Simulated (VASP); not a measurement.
# Hg (Fm-3m) in VASP: settings compared

Hg is run at these levels: PBE+U, PBE; tasks: single point, electric field gradients, density of states.

Program: VASP 6.6.1. These are calculated values, not measurements. Logs are shortened: lines on timing, memory, paths and dates and some standing lists are left out, and cuts for length are marked.

## Step 1: The cell of the first run

The structure is cubic, space group Fm-3m (No. 225). Conventional cell: a = 4.784 Å, b = 4.784 Å, c = 4.784 Å, α = 90.00°, β = 90.00°, γ = 90.00°. Hg (site symmetry m-3m) has 12 Hg at 3.38 Å within 4.4 Å.

## Step 2: Single point, PBE+U, collinear spin, ferromagnetic start

File INCAR:

```
SYSTEM = Hg
ALGO = Fast
EDIFF = 1E-6
ENCUT = 520
GGA = PE
ISIF = 2
ISMEAR = 0
ISPIN = 2
LASPH = .TRUE.
LCHARG = .FALSE.
LDAU = .TRUE.
LDAUJ = 0
LDAUL = 2
LDAUPRINT = 1
LDAUTYPE = 2
LDAUU = 0.5
LORBIT = 11
LREAL = .FALSE.
LWAVE = .FALSE.
MAGMOM = 0.12
NBANDS = 16
NELM = 150
PREC = Accurate
SIGMA = 0.1
```

File KPOINTS:

```
k-points
0
G
  2 2 2
  0 0 0
```

File POSCAR:

```
Hg
1.0
    0.0000000000      2.3919113801      2.3919113801
    2.3919113801      0.0000000000      2.3919113801
    2.3919113801      2.3919113801      0.0000000000
Hg
1
Direct
    0.0000000000      0.0000000000      0.0000000000
```

Potentials or basis: VASP PAW PBE potentials, release 64 (Hg).

The run is started by

```
> cat potpaw_PBE.64/Hg/POTCAR > POTCAR
> mpirun -np 1 vasp_std > vasp.out
```

OUTCAR:

```text
SYSTEM = Hg
   EDIFF = 1E-6
   ENCUT = 520
   GGA = PE
   ISIF = 2
   ISMEAR = 0
   ISPIN = 2
   LASPH = .TRUE.
   LORBIT = 11
   LREAL = .FALSE.
   NELM = 150
   PREC = Accurate

 ion  position               nearest neighbor table
   1  0.000  0.000  0.000-

  LATTYP: Found a face centered cubic cell.
 ALAT       =     4.7838227602

  Lattice vectors:

 A1 = (   0.0000000000,   2.3919113801,   2.3919113801)
 A2 = (   2.3919113801,   0.0000000000,   2.3919113801)
 A3 = (   2.3919113801,   2.3919113801,   0.0000000000)

Analysis of symmetry for initial positions (statically):
=====================================================================
 Subroutine PRICEL returns:
 Original cell was already a primitive cell.

 Routine SETGRP: Setting up the symmetry group for a
 face centered cubic supercell.

 Subroutine GETGRP returns: Found 48 space group operations
 (whereof 48 operations were pure point group operations)
 out of a pool of 48 trial point group operations.

The static configuration has the point symmetry O_h .

Analysis of symmetry for dynamics (positions and initial velocities):
=====================================================================
 Subroutine PRICEL returns:
 Original cell was already a primitive cell.

 Routine SETGRP: Setting up the symmetry group for a
 face centered cubic supercell.

 Subroutine GETGRP returns: Found 48 space group operations
 (whereof 48 operations were pure point group operations)
 out of a pool of 48 trial point group operations.

The dynamic configuration has the point symmetry O_h .

Analysis of structural, dynamic, and magnetic symmetry:
=====================================================================
 Subroutine PRICEL returns:
 Original cell was already a primitive cell.

 Routine SETGRP: Setting up the symmetry group for a
 face centered cubic supercell.

 Subroutine GETGRP returns: Found 48 space group operations
 (whereof 48 operations were pure point group operations)
 out of a pool of 48 trial point group operations.

The overall configuration has the point symmetry O_h .

 Subroutine INISYM returns: Found 48 space group operations
 (whereof 48 operations are pure point group operations),
 and found     1 'primitive' translations

----------------------------------------------------------------------------------------

                                     Primitive cell

  volume of cell :      27.3694

  direct lattice vectors                    reciprocal lattice vectors
     0.000000000  2.391911380  2.391911380    -0.209037845  0.209037845  0.209037845
     2.391911380  0.000000000  2.391911380     0.209037845 -0.209037845  0.209037845
     2.391911380  2.391911380  0.000000000     0.209037845  0.209037845 -0.209037845

  length of vectors
     3.382673514  3.382673514  3.382673514     0.362064168  0.362064168  0.362064168

  position of ions in fractional coordinates (direct lattice)
     0.000000000  0.000000000  0.000000000

  ion indices of the primitive-cell ions
   primitive index   ion index
                 1           1

----------------------------------------------------------------------------------------

 KPOINTS: k-points

Automatic generation of k-mesh.
 Grid dimensions read from file:
 generate k-points for:    2    2    2

 Generating k-lattice:
[... 40 lines left out ...]
   EDIFF  = 0.1E-05   stopping-criterion for ELM
   LREAL  =      F    real-space projection
   EDIFFG = 0.1E-04   stopping-criterion for IOM
   NSW    =      0    number of steps for IOM
   IBRION =     -1    ionic relax: 0-MD 1-quasi-New 2-CG
   NFREE  =      0    steps in history (QN), initial steepest desc. (CG)
   ISIF   =      2    stress and relaxation
   ISYM   =      2    0-nonsym 1-usesym 2-fastsym
   POTIM  = 0.5000    time-step for ionic-motion
   TEBEG  =    0.0;   TEEND  =   0.0 temperature during run
   PSTRESS=    0.0 pullay stress
   NELECT =      12.0000    total number of electrons
   NUPDOWN=      -1.0000    fix difference up-down
   EMIN   =  10.00;   EMAX   =-10.00  energy-range for DOS
   EFERMI =   0.00;   METHOD = LEGACY
   ISMEAR =     0;   SIGMA  =   0.10  broadening in eV -4-tet -1-fermi 0-gaus
   EFERMI_NEDOS =   21; number of points for ismear=-14 and -15
   IALGO  =     68    algorithm
   IMIX   =      4    mixing-type and parameters
     AMIX     =   0.40;   BMIX     =  1.00
     AMIX_MAG =   1.60;   BMIX_MAG =  1.00
  volume/ion in A,a.u.               =      27.37       184.70
  Fermi-wavevector in a.u.,A,eV,Ry     =   1.243694  2.350241 21.045144  1.546774
  Thomas-Fermi vector in A             =   2.377993
   LORBIT       =     11    0 simple, 1 ext, 2 COOP (PROOUT), +10 PAW based schemes
 LDA+U is selected, type is set to LDAUTYPE =  2
   angular momentum for each species LDAUL =     2
   U (eV)           for each species LDAUU =   0.5
   J (eV)           for each species LDAUJ =   0.0
   GGA     = PE    functional components
   LHFCALC =     F    Hartree Fock is set to
   AEXX    =    0.0000 exact exchange contribution
   IVDW    =     0    specifies the selected vdW correction
   LEPSILON=     F    determine dielectric tensor
   LRPA    =     F    only Hartree local field effects (RPA)
 spin polarized calculation
 RMM-DIIS sequential band-by-band and
 Gauss-broadening in eV      SIGMA  =   0.10
  energy-cutoff  :      520.00
  volume of cell :       27.37
 maximum number of plane-waves:       754
 NGX is ok and might be reduce to    28
   NGX = 13   NGY = 13   NGZ = 13

atom =   1  type =  1  l = 2

 onsite density matrix

spin component  1

  0.9540  0.0000  0.0000  0.0000 -0.0000
  0.0000  0.9540 -0.0000 -0.0000  0.0000
  0.0000 -0.0000  0.9334  0.0000 -0.0000
  0.0000 -0.0000  0.0000  0.9540  0.0000
 -0.0000  0.0000 -0.0000  0.0000  0.9334

spin component  2

  0.9547  0.0000  0.0000  0.0000 -0.0000
  0.0000  0.9547 -0.0000 -0.0000  0.0000
  0.0000 -0.0000  0.9358  0.0000 -0.0000
  0.0000 -0.0000  0.0000  0.9547  0.0000
 -0.0000  0.0000 -0.0000  0.0000  0.9358

 occupancies and eigenvectors

  o =  0.9334  v =  0.0000 -0.0000 -0.9978 -0.0000 -0.0662  0.0000  0.0000  0.0000  0.0000  0.0000      0.0000  0.0000  0.0000  0.0000  0.0000  0.0000  0.0000  0.0000  0.0000  0.0000
  o =  0.9334  v =  0.0000 -0.0000 -0.0662 -0.0000  0.9978  0.0000  0.0000  0.0000  0.0000  0.0000      0.0000  0.0000  0.0000  0.0000  0.0000  0.0000  0.0000  0.0000  0.0000  0.0000
  o =  0.9358  v =  0.0000  0.0000  0.0000  0.0000  0.0000  0.0000  0.0000 -0.9943  0.0000 -0.1067      0.0000  0.0000  0.0000  0.0000  0.0000  0.0000  0.0000  0.0000  0.0000  0.0000
  o =  0.9358  v =  0.0000  0.0000  0.0000  0.0000  0.0000  0.0000  0.0000 -0.1067  0.0000  0.9943      0.0000  0.0000  0.0000  0.0000  0.0000  0.0000  0.0000  0.0000  0.0000  0.0000
  o =  0.9540  v =  0.0000  0.9616 -0.0000  0.2743  0.0000  0.0000  0.0000  0.0000  0.0000  0.0000      0.0000  0.0000  0.0000  0.0000  0.0000  0.0000  0.0000  0.0000  0.0000  0.0000
  o =  0.9540  v =  1.0000  0.0000  0.0000  0.0000  0.0000  0.0000  0.0000  0.0000  0.0000  0.0000      0.0000  0.0000  0.0000  0.0000  0.0000  0.0000  0.0000  0.0000  0.0000  0.0000
  o =  0.9540  v =  0.0000 -0.2743 -0.0000  0.9616 -0.0000  0.0000  0.0000  0.0000  0.0000  0.0000      0.0000  0.0000  0.0000  0.0000  0.0000  0.0000  0.0000  0.0000  0.0000  0.0000
  o =  0.9547  v =  0.0000  0.0000  0.0000  0.0000  0.0000  1.0000  0.0000  0.0000  0.0000  0.0000      0.0000  0.0000  0.0000  0.0000  0.0000  0.0000  0.0000  0.0000  0.0000  0.0000
  o =  0.9547  v =  0.0000  0.0000  0.0000  0.0000  0.0000  0.0000 -0.5446 -0.0000 -0.8387  0.0000      0.0000  0.0000  0.0000  0.0000  0.0000  0.0000  0.0000  0.0000  0.0000  0.0000
  o =  0.9547  v =  0.0000  0.0000  0.0000  0.0000  0.0000  0.0000  0.8387  0.0000 -0.5446  0.0000      0.0000  0.0000  0.0000  0.0000  0.0000  0.0000  0.0000  0.0000  0.0000  0.0000

 number of electron      11.9999999 magnetization       0.2498133

 Free energy of the ion-electron system (eV)
  ---------------------------------------------------
  ext. energy  EPLUGINS =         0.00000000
  ---------------------------------------------------
  free energy    TOTEN  =         1.80322077 eV

  energy without entropy =        1.81732552  energy(sigma->0) =        1.81027315

 E-fermi :   0.7999     XC(G=0): -10.1090

 val. band max:        0.7999456459   @ k =   0.5000   0.0000   0.0000
 cond. band min:       1.4441705433   @ k =   0.5000   0.5000   0.0000
 fundamental gap:      0.6442248974
 Fermi energy:         0.7999456510

 spin component 1

 k-point     1 :       0.0000    0.0000    0.0000
  band No.  band energies     occupation
      1      -6.4396      1.00000
      2      -5.1585      1.00000
      3      -5.1585      1.00000
      4      -5.1585      1.00000
      5      -4.6805      1.00000
      6      -4.6805      1.00000
[... 33 lines left out ...]
      2      -5.7894      1.00000
      3      -4.3078      1.00000
      4      -4.1853      1.00000
      5      -4.1853      1.00000
      6       1.4442      0.00000
[... 8 lines left out ...]
     15      28.4882      0.00000
     16      30.0425      0.00000
 Fermi energy:         0.7999456510

 spin component 2

 k-point     1 :       0.0000    0.0000    0.0000
  band No.  band energies     occupation
      1      -6.1588      1.00000
      2      -5.1234      1.00000
      3      -5.1234      1.00000
      4      -5.1234      1.00000
      5      -4.6569      1.00000
      6      -4.6569      1.00000
[... 34 lines left out ...]
      3      -4.2909      1.00000
      4      -4.1706      1.00000
      5      -4.1706      1.00000
      6       1.5854      0.00000
[... 8 lines left out ...]
     15      28.8249      0.00000
     16      30.4608      0.00000

------------------------ aborting loop because EDIFF is reached ----------------------------------------

  FORCE on cell =-STRESS in cart. coord.  units (eV):
  Direction    XX          YY          ZZ          XY          YZ          ZX
  --------------------------------------------------------------------------------------
  -------------------------------------------------------------------------------------
  Total        1.1304364      1.1304364      1.1304364      0.0000000     -0.0000000     -0.0000000
  in kB       66.1746242     66.1746242     66.1746242      0.0000000     -0.0000000     -0.0000000
  external PRESSURE =      66.1746242 kB  Pullay stress =       0.0000000 kB

 VOLUME and BASIS-vectors are now :
 -----------------------------------------------------------------------------
  energy-cutoff  :      520.00
  volume of cell :       27.37
      direct lattice vectors                 reciprocal lattice vectors
     0.000000000  2.391911380  2.391911380    -0.209037845  0.209037845  0.209037845
     2.391911380  0.000000000  2.391911380     0.209037845 -0.209037845  0.209037845
     2.391911380  2.391911380  0.000000000     0.209037845  0.209037845 -0.209037845

 POSITION                                       TOTAL-FORCE (eV/Angst)
 -----------------------------------------------------------------------------------
      0.00000      0.00000      0.00000         0.000000      0.000000      0.000000
 -----------------------------------------------------------------------------------
    total drift:                               -0.000000     -0.000000     -0.000000

  FREE ENERGIE OF THE ION-ELECTRON SYSTEM (eV)
  ---------------------------------------------------
  free  energy   TOTEN  =         1.8032207738 eV

  energy  without entropy=        1.8173255191  energy(sigma->0) =        1.81027315

 total charge

# of ion       s       p       d       tot
------------------------------------------
    1        0.735   0.236   9.432  10.403

 magnetization (x)

# of ion       s       p       d       tot
------------------------------------------
    1       -0.003   0.076  -0.008   0.065
```

Wall time 6.9 s (1 thread of Intel Xeon Platinum 8375C at 2.90GHz (Ice Lake), shared host); peak memory 0.16 GiB.

What came out:

| Item | Value |
| --- | --- |
| Free energy | 1.8032 eV |
| Pressure | 6.6 GPa |
| Net moment | 0.25 μB per cell |
| Site moments | Hg +0.07 μB |
| Valence electrons inside the program's atomic spheres | Hg 10.40 |

Eigenvalues of the final occupation matrices:
| site | spin | trace | eigenvalues |
| --- | --- | --- | --- |
| site 1 d | 1 | 4.73 | 0.93 0.93 0.95 0.95 0.95 |
| site 1 d | 2 | 4.74 | 0.94 0.94 0.95 0.95 0.95 |

Caveat: the k points lie up to 1.14 Å⁻¹ apart; spin-orbit coupling is left out, which moves the levels of the heavy elements; the U is typed as a test and isn't derived for this compound.

(Continued in part 2 of 3.)
